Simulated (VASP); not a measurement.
Runs of VASP 6.6.1 on Cd3HgTe4. The structure is that of space group P-43m (No. 215), or close to it. The cells are those of the table. 

```tsv
task	cell	k mesh	cutoff (eV)	smearing	gap on the mesh (eV)	pressure (GPa)
single point	a = 6.629 Å, 8 atoms	6 × 6 × 6	520	gaussian 0.01 eV	0.18	0.0
single point	a = 6.621 Å, 8 atoms	4 × 4 × 4	520	gaussian 0.1 eV	(b)	0.2
relaxation of cell and atoms	relaxed from a = 6.191 Å, 8 atoms	4 × 4 × 4	600	gaussian 0.1 eV	0.18	0.1
single point	a = 6.191 Å, 8 atoms	4 × 4 × 4	520	gaussian 0.1 eV	(a)	11.9
```

Alike in all rows: level PBE; potentials or basis VASP PAW PBE potentials, release 64 (Cd, Hg, Te); no spin polarisation.

Estimate the missing entries.

(a) 0.75; (b) 0.19.

Caveats: spin-orbit coupling is left out, which moves the levels of the heavy elements.

A k mesh can miss the band edges, and the runs leave out spin-orbit coupling on Cd, Hg, Te.
